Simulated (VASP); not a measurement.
Input of a VASP 6.6.1 run:

The input POSCAR:

```
Ta
1.0
   -1.6836662614      1.6836662614      1.6836662614
    1.6836662614     -1.6836662614      1.6836662614
    1.6836662614      1.6836662614     -1.6836662614
Ta
1
Direct
    0.0000000000      0.0000000000      0.0000000000
```

INCAR.step1

```
SYSTEM = Ta
ALGO     = Normal         ! electronic algorithm
EDIFF    = 1E-5           ! SCF threshold, eV
ENCUT    = 440            ! plane-wave cutoff, eV
GGA      = PE             ! functional
GGA_COMPAT= .FALSE.      
ISIF     = 2              ! what is computed and relaxed
ISMEAR   = -1             ! smearing method
LASPH    = .TRUE.         ! aspherical terms in the spheres
LCHARG   = .FALSE.        ! write CHGCAR
LREAL    = .FALSE.        ! projectors in reciprocal space
LWAVE    = .TRUE.         ! write WAVECAR
NBANDS   = 12             ! bands
NELM     = 120            ! most SCF steps
PREC     = Accurate       ! precision mode
SIGMA    = 0.05           ! smearing width, eV
```

INCAR.step2

```
SYSTEM = Ta
AEXX     = 0.5            ! exact-exchange fraction
ALGO     = Normal         ! electronic algorithm
EDIFF    = 1E-6           ! SCF threshold, eV
ENCUT    = 440            ! plane-wave cutoff, eV
GGA_COMPAT= .FALSE.      
ISIF     = 2              ! what is computed and relaxed
ISMEAR   = -1             ! smearing method
ISTART   = 1            
LASPH    = .TRUE.         ! aspherical terms in the spheres
LCHARG   = .FALSE.        ! write CHGCAR
LHFCALC  = .TRUE.         ! exact exchange
LMIXTAU  = .TRUE.       
LREAL    = .FALSE.        ! projectors in reciprocal space
LWAVE    = .FALSE.        ! write WAVECAR
METAGGA  = R2SCAN         ! meta-GGA
NBANDS   = 12             ! bands
NELM     = 120            ! most SCF steps
PREC     = Accurate       ! precision mode
PRECFOCK = Normal       
SIGMA    = 0.05           ! smearing width, eV
```

Contents of KPOINTS:

```
k-points
0
G
  6 6 6
  0 0 0
```

Potentials or basis: VASP PAW PBE potentials, release 64 (Ta_sv_GW).

Run with:

```sh
$ cat potpaw_PBE.64/Ta_sv_GW/POTCAR > POTCAR
$ cp INCAR.step1 INCAR
$ mpirun -np 1 vasp_std > vasp.out
$ cp INCAR.step2 INCAR
$ mpirun -np 1 vasp_std > vasp.out
```

Predict the pressure.

-29.6 GPa.

What does it give for the band gap on the k mesh?

Zero (an odd number of electrons rules out a gap without spin polarisation).

Caveat: the k points lie up to 0.44 Å⁻¹ apart, too coarse for converged energies and pressures of a metal; the PAW data sets were made with another functional, which shifts forces and pressure a little; spin-orbit coupling is left out, which moves the levels of the heavy elements.
